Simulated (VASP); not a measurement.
# HfN (F-43m) in VASP: single point with PBEsol

Aim: the single point of HfN with PBEsol.

All numbers are computed with VASP 6.6.1; they aren't measurements. Logs are shortened: lines on timing, memory, paths and dates and some standing lists are left out, and cuts for length are marked.

## 1. The cell of the first run

Symmetry: F-43m, No. 216, cubic system. Conventional cell: a = 4.910 Å, b = 4.910 Å, c = 4.910 Å, α = 90.00°, β = 90.00°, γ = 90.00°. Hf (site symmetry -43m) has 4 N at 2.13 Å within 2.8 Å. Within 2.8 Å of N (site symmetry -43m) lie 4 Hf at 2.13 Å.

## 2. Single point, PBEsol

INCAR

```
SYSTEM = HfN
ALGO = Normal
EDIFF = 1E-6
ENCUT = 600
GGA = PS
GGA_COMPAT = .False.
ISIF = 2
ISMEAR = 0
LASPH = .True.
LCHARG = .False.
LREAL = .False.
LWAVE = .False.
NBANDS = 23
NELM = 120
PREC = Accurate
SIGMA = 0.1
```

KPOINTS

```
k-points
0
Gamma
  4 8 8
  0 0 0
```

POSCAR

```
HfN
1.0
    0.0000000000      4.9096440000      4.9096440000
    2.4548220000      0.0000000000      2.4548220000
    2.4548220000      2.4548220000      0.0000000000
Hf N
2 2
Direct
    0.0000000000      0.0000000000      0.0000000000
    0.5000000000      0.0000000000      0.0000000000
    0.3750000000      0.7500000000      0.7500000000
    0.8750000000      0.7500000000      0.7500000000
```

Potentials or basis: VASP PAW PBE potentials, release 64 (Hf_pv, N).

Launch:

```console
$ cat potpaw_PBE.64/Hf_pv/POTCAR potpaw_PBE.64/N/POTCAR > POTCAR
$ mpirun -np 1 vasp_std > vasp.out
```

OUTCAR:

```text
SYSTEM = HfN
   EDIFF = 1E-6
   ENCUT = 600
   GGA = PS
   ISIF = 2
   ISMEAR = 0
   LASPH = .True.
   LREAL = .False.
   NELM = 120
   PREC = Accurate

 ion  position               nearest neighbor table
   1  0.000  0.000  0.000-   4 2.13   4 2.13   3 2.13   4 2.13   2 3.47   2 3.47   2 3.47   2 3.47
                             2 3.47   2 3.47
   2  0.500  0.000  0.000-   3 2.13   3 2.13   3 2.13   4 2.13   1 3.47   1 3.47   1 3.47   1 3.47
                             1 3.47   1 3.47
   3  0.375  0.750  0.750-   1 2.13   2 2.13   2 2.13   2 2.13
   4  0.875  0.750  0.750-   1 2.13   2 2.13   1 2.13   1 2.13

  LATTYP: Found a trigonal (rhomboedric) cell.
 ALAT       =     6.0130613094
 COS(alpha) =     0.8333333333

  Lattice vectors:

 A1 = (   2.4548220000,  -2.4548220000,  -4.9096440000)
 A2 = (   4.9096440000,  -2.4548220000,  -2.4548220000)
 A3 = (   2.4548220000,  -4.9096440000,  -2.4548220000)

Analysis of symmetry for initial positions (statically):
=====================================================================
 Subroutine PRICEL returns following result:

  LATTYP: Found a face centered cubic cell.
 ALAT       =     4.9096440000

  Lattice vectors:

 A1 = (   0.0000000000,   2.4548220000,   2.4548220000)
 A2 = (   2.4548220000,   0.0000000000,   2.4548220000)
 A3 = (   2.4548220000,   2.4548220000,   0.0000000000)

   2 primitive cells build up your supercell.

 Routine SETGRP: Setting up the symmetry group for a
 trigonal (rhombohedral) supercell.

 Subroutine GETGRP returns: Found  6 space group operations
 (whereof  6 operations were pure point group operations)
 out of a pool of 12 trial point group operations.

The static configuration has the point symmetry C_3v.

Analysis of symmetry for dynamics (positions and initial velocities):
=====================================================================
 Subroutine PRICEL returns following result:

  LATTYP: Found a face centered cubic cell.
 ALAT       =     4.9096440000

  Lattice vectors:

 A1 = (   0.0000000000,   2.4548220000,   2.4548220000)
 A2 = (   2.4548220000,   0.0000000000,   2.4548220000)
 A3 = (   2.4548220000,   2.4548220000,   0.0000000000)

   2 primitive cells build up your supercell.

 Routine SETGRP: Setting up the symmetry group for a
 trigonal (rhombohedral) supercell.

 Subroutine GETGRP returns: Found  6 space group operations
 (whereof  6 operations were pure point group operations)
 out of a pool of 12 trial point group operations.

The dynamic configuration has the point symmetry C_3v.

 Subroutine INISYM returns: Found  6 space group operations
 (whereof  6 operations are pure point group operations),
 and found     2 'primitive' translations

----------------------------------------------------------------------------------------

                                     Primitive cell

  volume of cell :      29.5863

  direct lattice vectors                    reciprocal lattice vectors
     0.000000000  2.454822000  2.454822000    -0.203680756  0.203680756  0.203680756
     2.454822000  0.000000000  2.454822000     0.203680756 -0.203680756  0.203680756
     2.454822000  2.454822000  0.000000000     0.203680756  0.203680756 -0.203680756

  length of vectors
     3.471642566  3.471642566  3.471642566     0.352785417  0.352785417  0.352785417

  position of ions in fractional coordinates (direct lattice)
     0.000000000  0.000000000  0.000000000
     0.750000000  0.750000000  0.750000000

  ion indices of the primitive-cell ions
   primitive index   ion index
                 1           1
                 2           4

----------------------------------------------------------------------------------------

 KPOINTS: k-points

Automatic generation of k-mesh.
 Grid dimensions read from file:
 generate k-points for:    4    8    8

 Generating k-lattice:

  Cartesian coordinates                     Fractional coordinates (reciprocal lattice)
    -0.025460094  0.025460094  0.025460094     0.250000000  0.000000000  0.000000000
     0.025460094 -0.025460094  0.025460094     0.000000000  0.125000000  0.000000000
     0.025460094  0.025460094 -0.025460094     0.000000000  0.000000000  0.125000000

  Length of vectors
     0.044098177  0.044098177  0.044098177

  Shift w.r.t. Gamma in fractional coordinates (k-lattice)
     0.000000000  0.000000000  0.000000000

 -----------------------------------------------------------------------------
|                                                                             |
|           W    W    AA    RRRRR   N    N  II  N    N   GGGG   !!!           |
|           W    W   A  A   R    R  NN   N  II  NN   N  G    G  !!!           |
|           W    W  A    A  R    R  N N  N  II  N N  N  G       !!!           |
|           W WW W  AAAAAA  RRRRR   N  N N  II  N  N N  G  GGG   !            |
|           WW  WW  A    A  R   R   N   NN  II  N   NN  G    G                |
|           W    W  A    A  R    R  N    N  II  N    N   GGGG   !!!           |
|                                                                             |
|     Your reciprocal lattice and k-lattice belong to different lattice       |
|     classes:                                                                |
|                                                                             |
|        The reciprocal lattice is rhombohedral (trigonal),                   |
|        whereas your k-lattice is body-centered cubic.                       |
|                                                                             |
|     Results are often still useful ...                                      |
|                                                                             |
 -----------------------------------------------------------------------------

 Subroutine IBZKPT returns following result:
 ===========================================

 Found     35 irreducible k-points:

 Following reciprocal coordinates:
            Coordinates               Weight
  0.000000  0.000000  0.000000      1.000000
  0.250000  0.000000  0.000000      2.000000
  0.500000  0.000000  0.000000      1.000000
  0.000000  0.125000  0.000000      6.000000
  0.250000  0.125000  0.000000      6.000000
  0.500000  0.125000  0.000000      6.000000
[... 16 lines left out ...]
  0.250000  0.375000  0.125000     12.000000
  0.500000  0.375000  0.125000     12.000000
 [... further k-points ...]
   k-points           NKPTS =     35   k-points in BZ     NKDIM =     35   number of bands    NBANDS=     23
   number of dos      NEDOS =    301   number of ions     NIONS =      4
   total plane-waves  NPLWV =  43904
   dimension x,y,z NGX =    56 NGY =   28 NGZ =   28
   dimension x,y,z NGXF=   112 NGYF=   56 NGZF=   56
   ions per type =               2   2
   NGX,Y,Z   is equivalent  to a cutoff of  13.41, 13.41, 13.41 a.u.
   NGXF,Y,Z  is equivalent  to a cutoff of  26.82, 26.82, 26.82 a.u.
 SYSTEM =  HfN
   PREC   = accura    normal or accurate (medium, high low for compatibility)
   ISTART =      0    job   : 0-new  1-cont  2-samecut
   ICHARG =      2    charge: 1-file 2-atom 10-const
   ISPIN  =      1    spin polarized calculation?
   LNONCOLLINEAR =      F non collinear calculations
   LSORBIT =      F    spin-orbit coupling
   LASPH  =      T    aspherical Exc in radial PAW
   ENCUT  =  600.0 eV  44.10 Ry    6.64 a.u.  13.87  6.93  6.93*2*pi/ulx,y,z
   NELM   =    120;   NELMIN=  2; NELMDL= -5     # of ELM steps
   EDIFF  = 0.1E-05   stopping-criterion for ELM
   LREAL  =      F    real-space projection
   EDIFFG = 0.1E-04   stopping-criterion for IOM
   NSW    =      0    number of steps for IOM
   IBRION =     -1    ionic relax: 0-MD 1-quasi-New 2-CG
   NFREE  =      0    steps in history (QN), initial steepest desc. (CG)
   ISIF   =      2    stress and relaxation
   ISYM   =      2    0-nonsym 1-usesym 2-fastsym
   POTIM  = 0.5000    time-step for ionic-motion
   TEBEG  =    0.0;   TEEND  =   0.0 temperature during run
   PSTRESS=    0.0 pullay stress
   NELECT =      30.0000    total number of electrons
   NUPDOWN=      -1.0000    fix difference up-down
   EMIN   =  10.00;   EMAX   =-10.00  energy-range for DOS
   EFERMI =   0.00;   METHOD = LEGACY
   ISMEAR =     0;   SIGMA  =   0.10  broadening in eV -4-tet -1-fermi 0-gaus
   EFERMI_NEDOS =   21; number of points for ismear=-14 and -15
   IALGO  =     38    algorithm
   IMIX   =      4    mixing-type and parameters
     AMIX     =   0.40;   BMIX     =  1.00
     AMIX_MAG =   1.60;   BMIX_MAG =  1.00
  volume/ion in A,a.u.               =      14.79        99.83
  Fermi-wavevector in a.u.,A,eV,Ry     =   1.305395  2.466839 23.185087  1.704056
  Thomas-Fermi vector in A             =   2.436267
   LORBIT       =      0    0 simple, 1 ext, 2 COOP (PROOUT), +10 PAW based schemes
   GGA     = PS    functional components
   LHFCALC =     F    Hartree Fock is set to
   AEXX    =    0.0000 exact exchange contribution
   IVDW    =     0    specifies the selected vdW correction
   LEPSILON=     F    determine dielectric tensor
   LRPA    =     F    only Hartree local field effects (RPA)
 non-spin polarized calculation
 Gauss-broadening in eV      SIGMA  =   0.10
  energy-cutoff  :      600.00
  volume of cell :       59.17
 maximum number of plane-waves:      1990
   NGX = 27   NGY = 13   NGZ = 13

 number of electron      30.0000002 magnetization

 Free energy of the ion-electron system (eV)
  ---------------------------------------------------
  ext. energy  EPLUGINS =         0.00000000
  ---------------------------------------------------
  free energy    TOTEN  =       -44.52075499 eV

  energy without entropy =      -44.51498360  energy(sigma->0) =      -44.51786929

 E-fermi :   5.5969     XC(G=0): -11.3952

 val. band max:        5.5608022945   @ k =   0.2500  -0.3750   0.2500
 cond. band min:       5.6653650776   @ k =   0.0000   0.1250   0.0000
 fundamental gap:      0.1045627831
 Fermi energy:         5.5968783701

 k-point     1 :       0.0000    0.0000    0.0000
  band No.  band energies     occupation
      1     -25.9192      2.00000
      2     -25.5094      2.00000
      3     -25.5094      2.00000
      4     -25.4463      2.00000
      5     -25.4463      2.00000
      6     -25.4463      2.00000
[... 15 lines left out ...]
     22      10.8570      0.00000
     23      10.8570      0.00000

 k-point     2 :       0.2500    0.0000    0.0000
  band No.  band energies     occupation
      1     -25.8532      2.00000
      2     -25.5191      2.00000
      3     -25.5002      2.00000
      4     -25.5002      2.00000
      5     -25.4557      2.00000
      6     -25.4557      2.00000
[... 15 lines left out ...]
     22      11.6415      0.00000
     23      11.6417      0.00000

 k-point     3 :       0.5000    0.0000    0.0000
  band No.  band energies     occupation
      1     -25.6895      2.00000
      2     -25.6895      2.00000
      3     -25.4780      2.00000
      4     -25.4780      2.00000
      5     -25.4780      2.00000
      6     -25.4780      2.00000
[... 15 lines left out ...]
     22      11.1466      0.00000
     23      12.5604      0.00000

 k-point     4 :       0.0000    0.1250    0.0000
  band No.  band energies     occupation
      1     -25.8935      2.00000
      2     -25.5511      2.00000
      3     -25.5237      2.00000
      4     -25.5191      2.00000
      5     -25.4557      2.00000
      6     -25.4557      2.00000
[... 15 lines left out ...]
     22      10.9493      0.00000
     23      11.7838      0.00000

 k-point     5 :       0.2500    0.1250    0.0000
  band No.  band energies     occupation
      1     -25.8718      2.00000
      2     -25.5591      2.00000
      3     -25.5206      2.00000
      4     -25.5095      2.00000
      5     -25.4700      2.00000
      6     -25.4700      2.00000
[... 434 lines left out ...]
 k-point    22 :       0.0000    0.3750    0.1250
  band No.  band energies     occupation
      1     -25.8426      2.00000
      2     -25.8029      2.00000
      3     -25.6199      2.00000
      4     -25.5749      2.00000
      5     -25.5223      2.00000
      6     -25.5181      2.00000
[... 15 lines left out ...]
     22      11.0463      0.00000
     23      11.4805      0.00000

 k-point    23 :       0.2500    0.3750    0.1250
  band No.  band energies     occupation
      1     -25.8424      2.00000
      2     -25.7517      2.00000
      3     -25.6800      2.00000
      4     -25.5848      2.00000
      5     -25.5390      2.00000
      6     -25.4838      2.00000
[... 15 lines left out ...]
     22      11.0207      0.00000
     23      11.9040      0.00000

 k-point    24 :       0.5000    0.3750    0.1250
  band No.  band energies     occupation
      1     -25.8221      2.00000
      2     -25.7385      2.00000
      3     -25.6945      2.00000
      4     -25.5634      2.00000
      5     -25.5590      2.00000
      6     -25.5062      2.00000
[... 15 lines left out ...]
     22      11.3426      0.00000
     23      12.0120      0.00000

 [... further k-points ...]

------------------------ aborting loop because EDIFF is reached ----------------------------------------

  FORCE on cell =-STRESS in cart. coord.  units (eV):
  Direction    XX          YY          ZZ          XY          YZ          ZX
  --------------------------------------------------------------------------------------
  -------------------------------------------------------------------------------------
  Total       -2.2823534     -2.2823534     -2.2823534      0.0000161     -0.0000161      0.0000161
  in kB      -61.7978626    -61.7978626    -61.7978626      0.0004369     -0.0004369      0.0004369
  external PRESSURE =     -61.7978626 kB  Pullay stress =       0.0000000 kB

 VOLUME and BASIS-vectors are now :
 -----------------------------------------------------------------------------
  energy-cutoff  :      600.00
  volume of cell :       59.17
      direct lattice vectors                 reciprocal lattice vectors
     0.000000000  4.909644000  4.909644000    -0.101840378  0.101840378  0.101840378
     2.454822000  0.000000000  2.454822000     0.203680756 -0.203680756  0.203680756
     2.454822000  2.454822000  0.000000000     0.203680756  0.203680756 -0.203680756

 POSITION                                       TOTAL-FORCE (eV/Angst)
 -----------------------------------------------------------------------------------
      0.00000      0.00000      0.00000        -0.000001      0.000001      0.000001
      0.00000      2.45482      2.45482        -0.000001      0.000001      0.000001
      3.68223      3.68223      3.68223         0.000001     -0.000001     -0.000001
      3.68223      6.13706      6.13706         0.000001     -0.000001     -0.000001
 -----------------------------------------------------------------------------------
    total drift:                               -0.000004      0.000004      0.000004

  FREE ENERGIE OF THE ION-ELECTRON SYSTEM (eV)
  ---------------------------------------------------
  free  energy   TOTEN  =       -44.5207549853 eV

  energy  without entropy=      -44.5149836003  energy(sigma->0) =      -44.51786929
```

It took 60 s on 1 thread of AMD EPYC 7R43 (Zen 3), shared host; peak memory 0.19 GiB.

What came out:

```yaml
Free_energy: -44.5208 eV
Pressure: -6.2 GPa
Band_gap_on_the_k_mesh: zero (bands 15 and 16 overlap by 2.09 eV)
```

Levels at points of the mesh, in eV from the Fermi level:
| k point | band 13 | band 14 | band 15 | band 16 | band 17 | band 18 |
| --- | --- | --- | --- | --- | --- | --- |
| (0.00, 0.00, 0.00) | -4.86 | -4.86 | -0.73 | 1.55 | 2.21 | 2.21 |
| (0.50, 0.00, 0.00) | -5.10 | -5.10 | 1.46 | 1.46 | 1.81 | 1.81 |
| (0.00, 0.50, 0.00) | -3.59 | -3.59 | -1.13 | 1.55 | 2.15 | 2.71 |
| (0.50, 0.50, 0.00) | -4.25 | -4.25 | -0.37 | -0.37 | 2.07 | 2.07 |

Caveat: the cell stands under tension; the PAW data sets were made with another functional, which shifts forces and pressure a little; spin-orbit coupling is left out, which moves the levels of the heavy elements.
